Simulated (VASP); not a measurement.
# Bi (P6_3/mmc) in VASP: a series of runs

Runs on Bi. Level: BLYP. Tasks: single point.

Program: VASP 6.6.1. These are calculated values, not measurements. Logs are shortened: lines on timing, memory, paths and dates and some standing lists are left out, and cuts for length are marked.

**1. The cell of the first run**

Symmetry: P6_3/mmc, No. 194, hexagonal system. Conventional cell: a = 3.458 Å, b = 3.458 Å, c = 11.697 Å, α = 90.00°, β = 90.00°, γ = 120.00°. Bi (site symmetry -3m) has 12 Bi at 3.46 to 3.54 Å within 4.5 Å. Within 4.5 Å of Bi (site symmetry -6m2) lie 12 Bi at 3.46 to 3.54 Å.

This isn't the form of Bi at room conditions, which is rhombohedral.

**2. Single point, BLYP (30.27 Å³/atom)**

INCAR

```
AGGAC = 1.0
AGGAX = 1.0
ALDAC = 0.0
ALDAX = 1.0
ALGO = Normal
EDIFF = 1E-6
ENCUT = 500
GGA = B5
GGA_COMPAT = F
ISIF = 2
ISMEAR = -1
LASPH = T
LCHARG = F
LREAL = F
LWAVE = F
NBANDS = 38
NELM = 120
PREC = Accurate
SIGMA = 0.1
```

KPOINTS

```
k-points
0
Gamma
  11 11 3
```

POSCAR

```
Bi
1.0
    3.4576220222      0.0000000000      0.0000000000
   -1.7288110111      2.9943885079      0.0000000000
    0.0000000000      0.0000000000     11.6965065711
Bi
4
Direct
    1.0000000000      0.0000000000      1.0000000000
    1.0000000000      0.0000000000      0.5000000000
    0.3333333333      0.6666666667      0.2500000000
    0.6666666667      0.3333333333      0.7500000000
```

Potentials or basis: VASP PAW PBE potentials, release 64 (Bi_d).

Launch:

```
> cat potpaw_PBE.64/Bi_d/POTCAR > POTCAR
> mpirun -np 1 vasp_std > vasp.out
```

OUTCAR:

```text
EDIFF = 1E-6
   ENCUT = 500
   GGA = B5
   ISIF = 2
   ISMEAR = -1
   LASPH = T
   LREAL = F
   NELM = 120
   PREC = Accurate

 ion  position               nearest neighbor table
   1  0.000  0.000  0.000-   3 3.54   4 3.54   3 3.54   4 3.54   4 3.54   3 3.54
   2  0.000  0.000  0.500-   3 3.54   4 3.54   3 3.54   4 3.54   4 3.54   3 3.54
   3  0.333  0.667  0.250-   1 3.54   2 3.54   1 3.54   2 3.54   1 3.54   2 3.54
   4  0.667  0.333  0.750-   1 3.54   2 3.54   1 3.54   2 3.54   1 3.54   2 3.54

  LATTYP: Found a hexagonal cell.
 ALAT       =     3.4576220222
 C/A-ratio  =     3.3828181612

  Lattice vectors:

 A1 = (   3.4576220222,   0.0000000000,   0.0000000000)
 A2 = (  -1.7288110111,   2.9943885079,   0.0000000000)
 A3 = (   0.0000000000,   0.0000000000,  11.6965065711)

Analysis of symmetry for initial positions (statically):
=====================================================================
 Subroutine PRICEL returns:
 Original cell was already a primitive cell.

 Routine SETGRP: Setting up the symmetry group for a
 hexagonal supercell.

 Subroutine GETGRP returns: Found 24 space group operations
 (whereof 12 operations were pure point group operations)
 out of a pool of 24 trial point group operations.

The static configuration has the point symmetry D_3d.
 The point group associated with its full space group is D_6h.

Analysis of symmetry for dynamics (positions and initial velocities):
=====================================================================
 Subroutine PRICEL returns:
 Original cell was already a primitive cell.

 Routine SETGRP: Setting up the symmetry group for a
 hexagonal supercell.

 Subroutine GETGRP returns: Found 24 space group operations
 (whereof 12 operations were pure point group operations)
 out of a pool of 24 trial point group operations.

The dynamic configuration has the point symmetry D_3d.
 The point group associated with its full space group is D_6h.

 Subroutine INISYM returns: Found 24 space group operations
 (whereof 12 operations are pure point group operations),
 and found     1 'primitive' translations

----------------------------------------------------------------------------------------

                                     Primitive cell

  volume of cell :     121.0994

  direct lattice vectors                    reciprocal lattice vectors
     3.457622022  0.000000000  0.000000000     0.289216113  0.166979000  0.000000000
    -1.728811011  2.994388508  0.000000000     0.000000000  0.333958001  0.000000000
     0.000000000  0.000000000 11.696506571     0.000000000  0.000000000  0.085495613

  length of vectors
     3.457622022  3.457622022 11.696506571     0.333958001  0.333958001  0.085495613

  position of ions in fractional coordinates (direct lattice)
     0.000000000  0.000000000  0.000000000
     0.000000000  0.000000000  0.500000000
     0.333333333  0.666666667  0.250000000
     0.666666667  0.333333333  0.750000000

  ion indices of the primitive-cell ions
   primitive index   ion index
                 1           1
                 2           2
                 3           3
                 4           4

----------------------------------------------------------------------------------------

 KPOINTS: k-points

Automatic generation of k-mesh.
 Grid dimensions read from file:
 generate k-points for:   11   11    3

 Generating k-lattice:

  Cartesian coordinates                     Fractional coordinates (reciprocal lattice)
     0.026292374  0.015179909  0.000000000     0.090909091  0.000000000  0.000000000
     0.000000000  0.030359818  0.000000000     0.000000000  0.090909091  0.000000000
     0.000000000  0.000000000  0.028498538     0.000000000  0.000000000  0.333333333

  Length of vectors
     0.030359818  0.030359818  0.028498538

  Shift w.r.t. Gamma in fractional coordinates (k-lattice)
     0.000000000  0.000000000  0.000000000

 Subroutine IBZKPT returns following result:
 ===========================================

 Found     32 irreducible k-points:

 Following reciprocal coordinates:
            Coordinates               Weight
  0.000000  0.000000  0.000000      1.000000
  0.090909  0.000000  0.000000      6.000000
  0.181818  0.000000  0.000000      6.000000
  0.272727  0.000000  0.000000      6.000000
  0.363636  0.000000  0.000000      6.000000
  0.454545  0.000000  0.000000      6.000000
[... 16 lines left out ...]
  0.090909  0.090909  0.333333     12.000000
  0.181818  0.090909  0.333333     24.000000
 [... further k-points ...]
   k-points           NKPTS =     32   k-points in BZ     NKDIM =     32   number of bands    NBANDS=     38
   number of dos      NEDOS =    301   number of ions     NIONS =      4
   total plane-waves  NPLWV =  70560
   dimension x,y,z NGX =    28 NGY =   28 NGZ =   90
   dimension x,y,z NGXF=    56 NGYF=   56 NGZF=  180
   ions per type =               4
   NGX,Y,Z   is equivalent  to a cutoff of  13.46, 13.46, 12.79 a.u.
[... 34 lines left out ...]
  Thomas-Fermi vector in A             =   2.426943
   LORBIT       =      0    0 simple, 1 ext, 2 COOP (PROOUT), +10 PAW based schemes
   GGA     = B5    functional components
   LHFCALC =     F    Hartree Fock is set to
   AEXX    =    0.0000 exact exchange contribution
   IVDW    =     0    specifies the selected vdW correction
   LEPSILON=     F    determine dielectric tensor
   LRPA    =     F    only Hartree local field effects (RPA)
 non-spin polarized calculation
  energy-cutoff  :      500.00
  volume of cell :      121.10
 maximum number of plane-waves:      3091
 NGX is ok and might be reduce to    28
   NGX = 13   NGY = 13   NGZ = 43

 number of electron      59.9999994 magnetization

 Free energy of the ion-electron system (eV)
  ---------------------------------------------------
  ext. energy  EPLUGINS =         0.00000000
  ---------------------------------------------------
  free energy    TOTEN  =       -11.46738979 eV

  energy without entropy =      -11.37923090  energy(sigma->0) =      -11.42331034

 E-fermi :   8.8679     XC(G=0):  -9.7998

 val. band max:        8.8659360820   @ k =   0.4545   0.0909   0.3333
 cond. band min:       8.8704921689   @ k =   0.2727   0.1818   0.0000
 fundamental gap:      0.0045560869
 Fermi energy:         8.8679438738

 k-point     1 :       0.0000    0.0000    0.0000
  band No.  band energies     occupation
      1     -14.2218      2.00000
      2     -14.2158      2.00000
      3     -14.2116      2.00000
      4     -14.2116      2.00000
      5     -14.2115      2.00000
      6     -14.2115      2.00000
[... 30 lines left out ...]
     37      16.7990      0.00000
     38      17.0949      0.00000

 k-point     2 :       0.0909    0.0000    0.0000
  band No.  band energies     occupation
      1     -14.2222      2.00000
      2     -14.2168      2.00000
      3     -14.2146      2.00000
      4     -14.2130      2.00000
      5     -14.2036      2.00000
      6     -14.2002      2.00000
[... 30 lines left out ...]
     37      16.8859      0.00000
     38      17.2810      0.00000

 k-point     3 :       0.1818    0.0000    0.0000
  band No.  band energies     occupation
      1     -14.2404      2.00000
      2     -14.2264      2.00000
      3     -14.2256      2.00000
      4     -14.2041      2.00000
      5     -14.1983      2.00000
      6     -14.1889      2.00000
[... 30 lines left out ...]
     37      15.7921      0.00000
     38      16.3920      0.00000

 k-point     4 :       0.2727    0.0000    0.0000
  band No.  band energies     occupation
      1     -14.2622      2.00000
      2     -14.2401      2.00000
      3     -14.2392      2.00000
      4     -14.2108      2.00000
      5     -14.1967      2.00000
      6     -14.1916      2.00000
[... 30 lines left out ...]
     37      14.9601      0.00000
     38      15.4945      0.00000
[... 703 lines left out ...]
      4     -14.2285      2.00000
      5     -14.2226      2.00000
      6     -14.2096      2.00000
[... 30 lines left out ...]
     37      14.2786      0.00000
     38      14.3882      0.00000

 k-point    23 :       0.0909    0.0909    0.3333
  band No.  band energies     occupation
      1     -14.2230      2.00000
      2     -14.2205      2.00000
      3     -14.2159      2.00000
      4     -14.2144      2.00000
      5     -14.1985      2.00000
      6     -14.1978      2.00000
[... 30 lines left out ...]
     37      16.8318      0.00000
     38      17.0081      0.00000

 k-point    24 :       0.1818    0.0909    0.3333
  band No.  band energies     occupation
      1     -14.2386      2.00000
      2     -14.2326      2.00000
      3     -14.2148      2.00000
      4     -14.2081      2.00000
      5     -14.1940      2.00000
      6     -14.1908      2.00000
[... 30 lines left out ...]
     37      16.1987      0.00000
     38      16.3137      0.00000

 [... further k-points ...]

------------------------ aborting loop because EDIFF is reached ----------------------------------------

  FORCE on cell =-STRESS in cart. coord.  units (eV):
  Direction    XX          YY          ZZ          XY          YZ          ZX
  --------------------------------------------------------------------------------------
  -------------------------------------------------------------------------------------
  Total        5.5742600      5.5742600      5.2124946      0.0000000      0.0000000      0.0000000
  in kB       73.7489727     73.7489727     68.9627184      0.0000000      0.0000000      0.0000000
  external PRESSURE =      72.1535546 kB  Pullay stress =       0.0000000 kB

 VOLUME and BASIS-vectors are now :
 -----------------------------------------------------------------------------
  energy-cutoff  :      500.00
  volume of cell :      121.10
      direct lattice vectors                 reciprocal lattice vectors
     3.457622022  0.000000000  0.000000000     0.289216113  0.166979000  0.000000000
    -1.728811011  2.994388508  0.000000000     0.000000000  0.333958001  0.000000000
     0.000000000  0.000000000 11.696506571     0.000000000  0.000000000  0.085495613

 POSITION                                       TOTAL-FORCE (eV/Angst)
 -----------------------------------------------------------------------------------
      0.00000      0.00000      0.00000        -0.000000      0.000000     -0.000000
      0.00000      0.00000      5.84825        -0.000000      0.000000     -0.000000
     -0.00000      1.99626      2.92413        -0.000000      0.000000     -0.000000
      1.72881      0.99813      8.77238         0.000000     -0.000000      0.000000
 -----------------------------------------------------------------------------------
    total drift:                                0.000000     -0.000000      0.000000

  FREE ENERGIE OF THE ION-ELECTRON SYSTEM (eV)
  ---------------------------------------------------
  free  energy   TOTEN  =       -11.4673897889 eV

  energy  without entropy=      -11.3792308986  energy(sigma->0) =      -11.42331034
```

Run time: 2.3 min. Hardware: 1 thread of Intel Xeon Platinum 8259CL at 2.50GHz (Skylake/Cascade Lake), shared host; peak memory 0.29 GiB.

What came out:

- Free energy: -11.4674 eV
- Pressure: 7.2 GPa
- Band gap on the k mesh: zero (bands 30 and 31 overlap by 6.39 eV)

Caveat: the cell stands under pressure; the PAW data sets were made with another functional, which shifts forces and pressure a little; spin-orbit coupling is left out, which moves the levels of the heavy elements.

**3. Single point, BLYP (31.65 Å³/atom)**

This run uses another cell than the first one, of 31.65 Å³/atom.

INCAR

```
SYSTEM = Bi
  PREC = Accurate
  ENCUT = 500
  EDIFF = 1E-6
  ISMEAR = -1
  SIGMA = 0.1
  LREAL = .FALSE.
  LASPH = .TRUE.
  NELM = 120
  ALGO = Normal
  ISIF = 2
  LWAVE = .FALSE.
  LCHARG = .FALSE.
  GGA = B5
  ALDAX = 1.0
  AGGAX = 1.0
  AGGAC = 1.0
  ALDAC = 0.0
  NBANDS = 38
  GGA_COMPAT = .FALSE.
```

KPOINTS

```
regular mesh
0
G
  11 11 3
  0 0 0
```

POSCAR

```
Bi
1.0
    3.5092359305      0.0000000000      0.0000000000
   -1.7546179653      3.0390874636      0.0000000000
    0.0000000000      0.0000000000     11.8711070374
Bi
4
Direct
    1.0000000000      0.0000000000      1.0000000000
    1.0000000000      0.0000000000      0.5000000000
    0.3333333333      0.6666666667      0.2500000000
    0.6666666667      0.3333333333      0.7500000000
```

Potentials or basis: VASP PAW PBE potentials, release 64 (Bi_d).

Launch:

```
> cat potpaw_PBE.64/Bi_d/POTCAR > POTCAR
> mpirun -np 1 vasp_std > vasp.out
```

Wall time 2.7 min (1 thread of Intel Xeon Platinum 8259CL at 2.50GHz (Skylake/Cascade Lake), shared host); peak memory 0.29 GiB.

It converged, with:

```
Free energy            : -11.6654 eV
Pressure               : 4.3 GPa
Band gap on the k mesh : zero (bands 30 and 31 overlap by 6.03 eV)
```

Stress tensor (GPa, compression positive):
```
4.33 0.00 0.00
0.00 4.33 0.00
0.00 0.00 4.11
```

Levels at points of the mesh, in eV from the Fermi level:
```csv
k point,band 28,band 29,band 30,band 31,band 32,band 33
"(0.00, 0.00, 0.00)",3.49,3.49,4.11,4.11,4.12,4.12
```

Caveat: the cell stands under pressure; the PAW data sets were made with another functional, which shifts forces and pressure a little; spin-orbit coupling is left out, which moves the levels of the heavy elements.

**4. Single point, BLYP (33.03 Å³/atom)**

This run uses another cell than the first one, of 33.03 Å³/atom.

INCAR

```
PREC     = Accurate       # precision mode
ENCUT    = 500            # plane-wave cutoff, eV
EDIFF    = 1E-6           # SCF threshold, eV
ISMEAR   = -1             # smearing method
SIGMA    = 0.1            # smearing width, eV
LREAL    = False          # projectors in reciprocal space
LASPH    = True           # aspherical terms in the spheres
NELM     = 120            # most SCF steps
ALGO     = Normal         # electronic algorithm
ISIF     = 2              # what is computed and relaxed
LWAVE    = False          # write WAVECAR
LCHARG   = True           # write CHGCAR
GGA      = B5             # functional
ALDAX    = 1.0          
AGGAX    = 1.0          
AGGAC    = 1.0          
ALDAC    = 0.0          
LELF     = True           # ELF
LVHAR    = True         
NBANDS   = 38             # bands
GGA_COMPAT= False
```

KPOINTS

```
regular mesh
0
Gamma
  11 11 3
```

POSCAR

```
Bi
1.0
    3.5593746463      0.0000000000      0.0000000000
   -1.7796873232      3.0825088653      0.0000000000
    0.0000000000      0.0000000000     12.0407171960
Bi
4
Direct
    1.0000000000      0.0000000000      1.0000000000
    1.0000000000      0.0000000000      0.5000000000
    0.3333333333      0.6666666667      0.2500000000
    0.6666666667      0.3333333333      0.7500000000
```

Launch:

```
> cat potpaw_PBE.64/Bi_d/POTCAR > POTCAR
> mpirun -np 1 vasp_std > vasp.out
```

Wall time 2.7 min (1 thread of Intel Xeon Platinum 8259CL at 2.50GHz (Skylake/Cascade Lake), shared host); peak memory 0.29 GiB.

The run converged. Its results:

| Item | Value |
| --- | --- |
| Free energy | -11.7729 eV |
| Pressure | 1.9 GPa |
| Band gap on the k mesh | zero (bands 30 and 31 overlap by 5.69 eV) |

Levels at points of the mesh, in eV from the Fermi level:
```
           k point  band 27  band 28  band 29  band 30  band 31  band 32  band 33  band 34
(0.00, 0.00, 0.00)    -1.34     3.29     3.29     3.88     3.88     3.89     3.89     3.98
```

Caveat: the PAW data sets were made with another functional, which shifts forces and pressure a little; spin-orbit coupling is left out, which moves the levels of the heavy elements.

**5. Single point, BLYP (34.40 Å³/atom)**

This run uses another cell than the first one, of 34.40 Å³/atom.

INCAR

```
SYSTEM = Bi
PREC = Accurate ; ENCUT = 500
EDIFF = 1E-6 ; ISMEAR = -1
SIGMA = 0.1 ; LREAL = .False.
LASPH = .True. ; NELM = 120
ALGO = Normal ; ISIF = 2
LWAVE = .False. ; LCHARG = .False.
GGA = B5 ; ALDAX = 1.0
AGGAX = 1.0 ; AGGAC = 1.0
ALDAC = 0.0 ; NBANDS = 38
GGA_COMPAT = .False.
```

KPOINTS

```
Automatic mesh
0
Gamma
  11 11 3
  0 0 0
```

POSCAR

```
Bi
1.0
    3.6081392628      0.0000000000      0.0000000000
   -1.8040696314      3.1247402620      0.0000000000
    0.0000000000      0.0000000000     12.2056790263
Bi
4
Direct
    1.0000000000      0.0000000000      1.0000000000
    1.0000000000      0.0000000000      0.5000000000
    0.3333333333      0.6666666667      0.2500000000
    0.6666666667      0.3333333333      0.7500000000
```

Launch:

```
> cat potpaw_PBE.64/Bi_d/POTCAR > POTCAR
> mpirun -np 1 vasp_std > vasp.out
```

Run time: 2.4 min. Hardware: 1 thread of Intel Xeon Platinum 8259CL at 2.50GHz (Skylake/Cascade Lake), shared host; peak memory 0.31 GiB.

It converged, with:

```yaml
Free_energy: -11.8088 eV
Pressure: 0.1 GPa
Band_gap_on_the_k_mesh: zero (bands 30 and 31 overlap by 5.38 eV)
```

Stress tensor (GPa, compression positive):
```
0.03 0.00 0.00
0.00 0.03 0.00
0.00 0.00 0.17
```

Levels at points of the mesh, in eV from the Fermi level:
```tsv
k point	band 28	band 29	band 30	band 31	band 32	band 33
(0.00, 0.00, 0.00)	3.12	3.12	3.66	3.66	3.67	3.67
```

Caveat: the PAW data sets were made with another functional, which shifts forces and pressure a little; spin-orbit coupling is left out, which moves the levels of the heavy elements.

**6. Single point, BLYP (35.78 Å³/atom)**

This run uses another cell than the first one, of 35.78 Å³/atom.

INCAR

```
SYSTEM = Bi
AGGAC = 1.0
AGGAX = 1.0
ALDAC = 0.0
ALDAX = 1.0
ALGO = Normal
EDIFF = 1E-6
ENCUT = 500
GGA = B5
GGA_COMPAT = .False.
ISIF = 2
ISMEAR = -1
LASPH = .True.
LCHARG = .False.
LREAL = .False.
LWAVE = .False.
NBANDS = 38
NELM = 120
PREC = Accurate
SIGMA = 0.1
```

KPOINTS

```
k-points
0
Gamma
  11 11 3
  0 0 0
```

POSCAR

```
Bi
1.0
    3.6556202244      0.0000000000      0.0000000000
   -1.8278101122      3.1658599809      0.0000000000
    0.0000000000      0.0000000000     12.3662984855
Bi
4
Direct
    1.0000000000      0.0000000000      1.0000000000
    1.0000000000      0.0000000000      0.5000000000
    0.3333333333      0.6666666667      0.2500000000
    0.6666666667      0.3333333333      0.7500000000
```

Potentials or basis: VASP PAW PBE potentials, release 64 (Bi_d).

Launch:

```
> cat potpaw_PBE.64/Bi_d/POTCAR > POTCAR
> mpirun -np 1 vasp_std > vasp.out
```

Wall time 2.4 min (1 thread of Intel Xeon Platinum 8259CL at 2.50GHz (Skylake/Cascade Lake), shared host); peak memory 0.3 GiB.

The run converged. Its results:

```yaml
Free_energy: -11.7877 eV
Pressure: -1.4 GPa
Band_gap_on_the_k_mesh: zero (bands 30 and 31 overlap by 5.10 eV)
```

Stress tensor (GPa, compression positive):
```
-1.50  0.00  0.00
 0.00 -1.50  0.00
 0.00  0.00 -1.20
```

Levels at points of the mesh, in eV from the Fermi level:
| k point | band 27 | band 28 | band 29 | band 30 | band 31 | band 32 | band 33 | band 34 |
| --- | --- | --- | --- | --- | --- | --- | --- | --- |
| (0.00, 0.00, 0.00) | -1.28 | 2.95 | 2.95 | 3.47 | 3.47 | 3.48 | 3.48 | 3.55 |

Caveat: the PAW data sets were made with another functional, which shifts forces and pressure a little; spin-orbit coupling is left out, which moves the levels of the heavy elements.

**7. Overview**

```tsv
cell	gap on the mesh (eV)	pressure (GPa)
a = 3.458, b = 3.458, c = 11.697 Å, angles 90.0, 90.0, 120.0°, 4 atoms	none	7.2
a = 3.509, b = 3.509, c = 11.871 Å, angles 90.0, 90.0, 120.0°, 4 atoms	none	4.3
a = 3.559, b = 3.559, c = 12.041 Å, angles 90.0, 90.0, 120.0°, 4 atoms	none	1.9
a = 3.608, b = 3.608, c = 12.206 Å, angles 90.0, 90.0, 120.0°, 4 atoms	none	0.1
a = 3.656, b = 3.656, c = 12.366 Å, angles 90.0, 90.0, 120.0°, 4 atoms	none	-1.4
```

Alike in all rows: task single point; level BLYP; potentials or basis VASP PAW PBE potentials, release 64 (Bi_d); no spin polarisation; k mesh 11 × 11 × 3; cutoff (eV) 500; smearing fermi-dirac 0.1 eV.

Caveats: the PAW data sets were made with another functional, which shifts forces and pressure a little; spin-orbit coupling is left out, which moves the levels of the heavy elements; the cell stands under pressure (at least some runs).

Total energies depend on the potentials used, so only differences within one code and one set of settings carry meaning.
